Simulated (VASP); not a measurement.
Wanted: the native input for a VASP 6.6.1 run.

| Item | Value |
| --- | --- |
| Task | single point |
| Functional | PBE |
| Potentials or basis | VASP PAW PBE potentials, release 64 (Rb_sv, Na_pv) |
| Cutoff | 520 eV |
| k mesh | 6 × 6 × 6 |
| Occupations | gaussian, width 0.1 eV |
| Spin | no spin polarisation |
| Dipole correction | no |
| Further INCAR settings | ALGO = Fast; EDIFF = 1e-06; NBANDS = 18 |

The structure of RbNa2 lies in POSCAR:

```
RbNa2
1.0
    2.2667337076      1.3086993163      9.4291047022
   -2.2667337076      1.3086993163      9.4291047022
    0.0000000000     -2.6173986325      9.4291047022
Rb Na
1 2
Direct
    0.0000000000      0.0000000000      0.0000000000
    0.2103949374      0.2103949374      0.2103949374
    0.7896050626      0.7896050626      0.7896050626
```

The cell was generated, and may not be a known phase.

The input as run:

INCAR

```
SYSTEM = RbNa2
ALGO = Fast
EDIFF = 1E-6
ENCUT = 520
GGA = PE
ISIF = 2
ISMEAR = 0
LASPH = .TRUE.
LCHARG = .FALSE.
LREAL = .FALSE.
LWAVE = .FALSE.
NBANDS = 18
NELM = 100
PREC = Accurate
SIGMA = 0.1
```

KPOINTS

```
k-points
0
G
  6 6 6
  0 0 0
```

Potentials or basis: VASP PAW PBE potentials, release 64 (Rb_sv, Na_pv).

Launch:

```sh
$ cat potpaw_PBE.64/Rb_sv/POTCAR potpaw_PBE.64/Na_pv/POTCAR > POTCAR
$ mpirun -np 1 vasp_std > vasp.out
```

Results of the run:

```
Pressure               : -0.1 GPa
Largest force          : 0.003 eV/Å
Band gap on the k mesh : zero (an odd number of electrons rules out a gap without spin polarisation)
```

It took 6 min on 1 thread of Intel(R) Xeon(R) 6975P-C (Granite Rapids) (shared host), peak memory 0.97 GiB.
